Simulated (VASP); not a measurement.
Crystal: LuAs.

```
Lu As
1.0
     0.00000    2.83819    2.83819
     2.83819    0.00000    2.83819
     2.83819    2.83819    0.00000
Lu As
1 1
Cartesian
  2.8382 2.8382 2.8382
  0.0000 0.0000 0.0000
```

| Item | Value |
| --- | --- |
| Program | VASP 6.6.1 |
| Task | relaxation of cell and atoms |
| Functional | PBEsol |
| Potentials or basis | VASP PAW PBE potentials, release 64 (Lu, As) |
| Cutoff | 600 eV |
| k mesh | 18 × 18 × 18 |
| Occupations | gaussian, width 0.1 eV |
| Spin | no spin polarisation |

At the start: pressure -2.4 GPa; volume 22.86 Å³/atom.

**Question.** Where does the relaxation end?

**Answer.** Over 11 steps the energy falls by 5.3 meV/atom and the volume is 22.20 Å³/atom (-2.9 %); space group Fm-3m (No. 225, to 0.1 Å) before and after.

Step by step:
```csv
step,energy change (eV),largest force (eV/Å),pressure (GPa),volume (Å³)
1,0.0000,0.0000,-2.36,45.73
2,-0.0063,0.0000,1.62,43.54
3,-0.0106,0.0000,0.14,44.36
4,-0.0106,0.0000,-0.09,44.43
5,-0.0106,0.0000,-0.10,44.40
6,-0.0106,0.0000,-0.02,44.40
7,-0.0106,0.0000,-0.08,44.40
8,-0.0106,0.0000,-0.07,44.40
9,-0.0106,0.0000,-0.07,44.39
10,-0.0106,0.0000,-0.05,44.39
11,-0.0106,0.0000,-0.01,44.39
```

Final structure:
```
CELL_PARAMETERS angstrom
0.00000 2.81031 2.81031
2.81031 0.00000 2.81031
2.81031 2.81031 0.00000
ATOMIC_POSITIONS crystal
Lu 0.50000 0.50000 0.50000
As 0.00000 0.00000 0.00000
```

Caveat: the PAW data sets were made with another functional, which shifts forces and pressure a little.
